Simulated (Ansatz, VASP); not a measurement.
**GdN: VASP beside Ansatz**

```xyz
2
Lattice="0.0000 2.4571 2.4571 2.4571 0.0000 2.4571 2.4571 2.4571 0.0000" Properties=species:S:1:pos:R:3 pbc="T T T"
Gd    0.0000    0.0000    0.0000
N     2.4571    2.4571    2.4571
```

Change from the starting cell: volume scaled by 0.95, PAW files.

Alike in both runs: task electric field gradients; functional PBE; k mesh 11 × 11 × 11; occupations fermi-dirac, width 0.05 eV; collinear spin.

|  | VASP | Ansatz |
| --- | --- | --- |
| version | VASP 6.6.1 | Ansatz 0.2.0 |
| potentials or method | VASP PAW PBE potentials, release 64 (Gd, N) | PAW with Ansatz's default frozen-core files, scalar-relativistic |
| plane-wave cutoff (eV) | 520 | 420 |
| valence electrons in the cell | 23 | 23 |

Ansatz gave:

| Item | Value |
| --- | --- |
| pressure (GPa) | 6.8 |
| net moment per atom (μB) | 3.50 |
| size of the moment on the site where the two differ most (μB) | 6.85 |

Estimate VASP's values.

pressure (GPa): 6.9; net moment per atom (μB): 3.50; size of the moment on the site where the two differ most (μB): 6.80.

Site moments also hang on the region over which each program counts them. With one functional, cell and mesh, what is left measures potentials, basis and numerics.

Neither program's run includes spin-orbit coupling.
